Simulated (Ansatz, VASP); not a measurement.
**Two plane-wave programs on Be3CdSe4**

```
CELL_PARAMETERS angstrom
3.73700 0.05031 0.02096
0.05031 3.74641 -0.03993
0.06181 -0.11777 10.83348
ATOMIC_POSITIONS crystal
Be 0.50706 0.46959 0.27967
Be 0.51139 0.48707 0.72335
Be 0.98189 0.02081 0.50040
Cd 0.02909 0.01216 0.99852
Se 0.49999 0.99772 0.38036
Se 0.98556 0.50254 0.61313
Se 0.49607 0.98382 0.83709
Se 0.98895 0.52628 0.16748
```

Change from the starting cell: cell x1, atoms moved at random (sigma 0.05 Å) and cell strained at random (1.5 %), then relaxed without symmetry.

Alike in both runs: task relaxation of cell and atoms; functional PBE; k mesh 4 × 4 × 2; occupations gaussian, width 0.1 eV; no spin polarisation.

```csv
,VASP,Ansatz
version,VASP 6.6.1,Ansatz 0.2.0
potentials or method,"VASP PAW PBE potentials, release 64 (Be, Cd, Se), cutoff 600 eV","scalar-relativistic, plane waves, PAW"
valence electrons in the cell,42,90
```

|  | VASP | Ansatz | Ansatz less VASP |
| --- | --- | --- | --- |
| gap on the k mesh at the Fermi level, each at its own relaxed structure (eV) | 2.16 | 2.17 | +0.012 |
| relaxed volume (Å³/atom) | 20.09 | 20.03 | -0.062 |
| relaxed cell length with the largest relative difference (Å) | 11.122 | 11.110 | -0.0120 |

VASP's potentials hold 42 valence electrons a cell and Ansatz's 90, so a difference there can come from the potentials and not from the codes.

The k mesh is coarse, so the values compare programs but aren't converged.
